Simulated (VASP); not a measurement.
A run of VASP 6.6.1 is set up as follows.

Contents of INCAR:

```
  ALGO = Normal
  EDIFF = 1E-6
  ENCUT = 600
  GGA = PE
  GGA_COMPAT = False
  ISIF = 2
  ISMEAR = 0
  LASPH = True
  LCHARG = False
  LREAL = False
  LWAVE = False
  NBANDS = 44
  NELM = 120
  PREC = Accurate
  SIGMA = 0.2
```

The input KPOINTS:

```
k-points
0
Gamma
  5 5 3
```

Contents of POSCAR:

```
Cu5Mo
1.0
    3.9921431127      0.0000000000      0.0000000000
   -1.9960715563      3.4572973511      0.0000000000
    0.0000000000      0.0000000000      9.4504662282
Cu Mo
5 1
Direct
    0.3333333333      0.6666666667      0.5000000000
    0.6666666667      0.3333333333      0.5000000000
    0.0000000000      0.0000000000      0.2556020365
    0.0000000000      0.0000000000      0.7443979635
    0.0000000000      0.0000000000      0.5000000000
    0.0000000000      0.0000000000      0.0000000000
```

Potentials or basis: VASP PAW PBE potentials, release 64 (Cu, Mo_sv).

Run with:

```bash
$ cat potpaw_PBE.64/Cu/POTCAR potpaw_PBE.64/Mo_sv/POTCAR > POTCAR
$ mpirun -np 1 vasp_std > vasp.out
```

**Question.** Estimate the pressure.

**Answer.** 0.1 GPa.

**Question.** What does it give for the band gap on the k mesh?

**Answer.** Zero (an odd number of electrons rules out a gap without spin polarisation).

Forces on the atoms (eV/Å):
```
Cu   0.000  0.000  0.000
Cu   0.000  0.000  0.000
Cu   0.000  0.000  0.002
Cu   0.000  0.000 -0.002
Cu   0.000  0.000  0.000
Mo   0.000  0.000  0.000
```

Caveat: the k points lie up to 0.36 Å⁻¹ apart, too coarse for converged energies and pressures of a metal.
